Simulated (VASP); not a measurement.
A run of VASP 6.6.1 is set up as follows.

File INCAR:

```
PREC = Accurate
ENCUT = 520
EDIFF = 1E-6
ISMEAR = -1
SIGMA = 0.08
LREAL = False
LASPH = True
NELM = 100
ALGO = Normal
ISIF = 2
LWAVE = False
LCHARG = True
GGA = CA
LELF = True
LVHAR = True
NBANDS = 16
```

File KPOINTS:

```
regular mesh
0
Gamma
  10 10 10
```

File POSCAR:

```
LaTe
1.0
    0.0000000000      3.2110000000      3.1788900000
    3.2110000000      0.0000000000      3.1788900000
    3.2110000000      3.2110000000      0.0000000000
La Te
1 1
Direct
    0.0000000000      0.0000000000      0.0000000000
    0.5000000000      0.5000000000      0.5000000000
```

Potentials or basis: VASP PAW LDA potentials, release 64 (La, Te).

Launch:

```bash
$ cat potpaw_LDA.64/La/POTCAR potpaw_LDA.64/Te/POTCAR > POTCAR
$ mpirun -np 1 vasp_std > vasp.out
```

Task: What does it give for the pressure?

Result: -1.5 GPa.

Stress tensor (GPa, compression positive):
```
-2.00  0.00  0.00
 0.00 -2.00  0.00
 0.00  0.00 -0.57
```

Caveat: the cell differs from its parent crystal (zz strain of -1 %).
